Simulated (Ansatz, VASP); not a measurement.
CoSi: VASP beside Ansatz

```
Co Si
1.0
     2.75780    0.00000    0.00000
     0.00000    2.75780    0.00000
     0.00000    0.00000    2.75780
Co Si
1 1
Direct
  0.00000 0.00000 0.00000
  0.50000 0.50000 0.50000
```

Alike in both runs: task single point; functional PBE; k mesh 16 × 16 × 16; occupations gaussian, width 0.1 eV; collinear spin.

|  | VASP | Ansatz |
| --- | --- | --- |
| version | VASP 6.6.1 | Ansatz 0.2.0 |
| potentials or method | VASP PAW PBE potentials, release 64 (Co, Si), cutoff 520 eV | scalar-relativistic, plane waves, PAW |
| valence electrons in the cell | 13 | 21 |

VASP gave:

- gap on the k mesh at the Fermi level (eV): none
- pressure (GPa): 6.2
- net moment per atom (μB): 0.27
- size of the moment on the site where the two differ most (μB): 0.53

Estimate Ansatz's values.

gap on the k mesh at the Fermi level (eV): none; pressure (GPa): 6.3; net moment per atom (μB): 0.29; size of the moment on the site where the two differ most (μB): 0.57.

Site moments also hang on the region over which each program counts them. A gap of «none» marks a metal or a gap that the smearing closes. The functional is the same, so the differences come from potentials, cutoffs and numerics. VASP's potentials hold 13 valence electrons a cell and Ansatz's 21, so a difference there can come from the potentials and not from the codes.
